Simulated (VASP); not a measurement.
Here is a VASP 6.6.1 calculation.

The input POSCAR:

```
Rh
1.0
    2.7195448297      0.0000000000      0.0000000000
   -1.3597724149      2.3551949093      0.0000000000
    0.0000000000      0.0000000000      4.2234270291
Rh
2
Direct
    0.3333333333      0.6666666667      0.2500000000
    0.6666666667      0.3333333333      0.7500000000
```

INCAR.step1

```
SYSTEM = Rh
PREC = Accurate
ENCUT = 520
EDIFF = 1E-5
ISMEAR = -1
SIGMA = 0.05
LREAL = .False.
LASPH = .True.
NELM = 80
ALGO = Normal
ISIF = 2
LWAVE = .True.
LCHARG = .False.
NBANDS = 22
GGA = PE
```

The input INCAR.step2:

```
SYSTEM = Rh
PREC = Accurate
ENCUT = 520
EDIFF = 1E-6
ISMEAR = -1
SIGMA = 0.05
LREAL = .False.
LASPH = .True.
NELM = 80
ALGO = Normal
ISIF = 2
LWAVE = .False.
LCHARG = .False.
GGA = PE
LHFCALC = .True.
HFSCREEN = 0.2079
PRECFOCK = Normal
NBANDS = 22
ISTART = 1
```

KPOINTS

```
regular mesh
0
Gamma
  6 6 3
  0 0 0
```

Potentials or basis: VASP PAW PBE potentials, release 64 (Rh_pv).

Launch:

```console
$ cat potpaw_PBE.64/Rh_pv/POTCAR > POTCAR
$ cp INCAR.step1 INCAR
$ mpirun -np 1 vasp_std > vasp.out
$ cp INCAR.step2 INCAR
$ mpirun -np 1 vasp_std > vasp.out
```

Q: What does it give for the pressure?

A: 0.7 GPa.

Q: Predict the band gap on the k mesh.

A: Zero (bands 15 and 16 overlap by 2.66 eV).

Caveat: the k points lie up to 0.50 Å⁻¹ apart, too coarse for converged energies and pressures of a metal; the PAW data sets were made with another functional, which shifts forces and pressure a little.
